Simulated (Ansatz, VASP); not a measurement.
## ZnO: VASP beside Ansatz

```xyz
2
Lattice="2.6462 0.0000 0.0000 0.0000 2.6462 0.0000 0.0000 0.0000 2.6462" Properties=species:S:1:pos:R:3 pbc="T T T"
Zn    0.0000    0.0000    0.0000
O     1.3231    1.3231    1.3231
```

Alike in both runs: task single point; functional PBE; k mesh 5 × 5 × 5; occupations fermi-dirac, width 0.02 eV; no spin polarisation.

|  | VASP | Ansatz |
| --- | --- | --- |
| version | VASP 6.6.1 | Ansatz 0.2.0 |
| potentials or method | VASP PAW PBE potentials, release 64 (Zn, O) | plane waves |
| plane-wave cutoff (eV) | 600 | 420 |
| valence electrons in the cell | 18 | 18 |

```csv
,VASP,Ansatz,Ansatz less VASP
pressure (GPa),9.4,8.7,-0.68
```

With one functional, cell and mesh, what is left measures potentials, basis and numerics.

The k mesh is coarse, so the values compare programs but aren't converged.
